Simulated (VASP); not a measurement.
Write the native input for VASP 6.6.1 that does the following.

| Item | Value |
| --- | --- |
| Task | single point |
| Functional | r2SCAN |
| Potentials or basis | VASP PAW PBE potentials, release 64 (Mo_sv) |
| Cutoff | 520 eV |
| k mesh | 11 × 11 × 11 |
| Occupations | fermi-dirac, width 0.1 eV |
| Spin | no spin polarisation |
| Dipole correction | no |
| Further INCAR settings | ALGO = Normal; EDIFF = 1e-06; NBANDS = 21 |

Crystal: Mo.

```
Mo
1.0
     0.00000    2.74826    2.74826
     2.74826    0.00000    2.74826
     2.74826    2.74826    0.00000
Mo
2
Direct
  0.12500 0.12500 0.12500
  0.87500 0.87500 0.87500
```

This isn't the form of Mo at room conditions, which is bcc.

These files were run (other wordings do the same):

POSCAR

```
Mo
1.0
    0.0000000000      2.7482579574      2.7482579574
    2.7482579574      0.0000000000      2.7482579574
    2.7482579574      2.7482579574      0.0000000000
Mo
2
Direct
    0.1250000000      0.1250000000      0.1250000000
    0.8750000000      0.8750000000      0.8750000000
```

INCAR.step1

```
PREC     = Accurate       # precision mode
ENCUT    = 520            # plane-wave cutoff, eV
ISMEAR   = -1             # smearing method
SIGMA    = 0.1            # smearing width, eV
LREAL    = False          # projectors in reciprocal space
LASPH    = True           # aspherical terms in the spheres
NELM     = 100            # most SCF steps
NBANDS   = 21             # bands
GGA      = PE             # functional
ALGO     = Normal         # electronic algorithm
EDIFF    = 1E-4           # SCF threshold, eV
LWAVE    = True           # write WAVECAR
LCHARG   = False          # write CHGCAR
```

INCAR.step2

```
PREC     = Accurate       # precision mode
ENCUT    = 520            # plane-wave cutoff, eV
EDIFF    = 1E-6           # SCF threshold, eV
ISMEAR   = -1             # smearing method
SIGMA    = 0.1            # smearing width, eV
LREAL    = False          # projectors in reciprocal space
LASPH    = True           # aspherical terms in the spheres
NELM     = 100            # most SCF steps
ALGO     = Normal         # electronic algorithm
ISIF     = 2              # what is computed and relaxed
LWAVE    = False          # write WAVECAR
LCHARG   = True           # write CHGCAR
METAGGA  = R2SCAN         # meta-GGA
LMIXTAU  = True         
LELF     = True           # ELF
LVHAR    = True         
NBANDS   = 21             # bands
ISTART   = 1
```

KPOINTS

```
regular mesh
0
Gamma
  11 11 11
```

Potentials or basis: VASP PAW PBE potentials, release 64 (Mo_sv).

Launch:

```sh
$ cat potpaw_PBE.64/Mo_sv/POTCAR > POTCAR
$ cp INCAR.step1 INCAR
$ mpirun -np 1 vasp_std > vasp.out
$ cp INCAR.step2 INCAR
$ mpirun -np 1 vasp_std > vasp.out
```

Results of the run:

* Pressure: 12.1 GPa
* Band gap on the k mesh: zero (bands 14 and 15 overlap by 0.52 eV)

Caveat: the cell stands under pressure; the PAW data sets were made with another functional, which shifts forces and pressure a little.

Run time: 100 s on 1 thread of Intel(R) Xeon(R) 6975P-C (Granite Rapids) (shared host), peak memory 0.19 GiB.
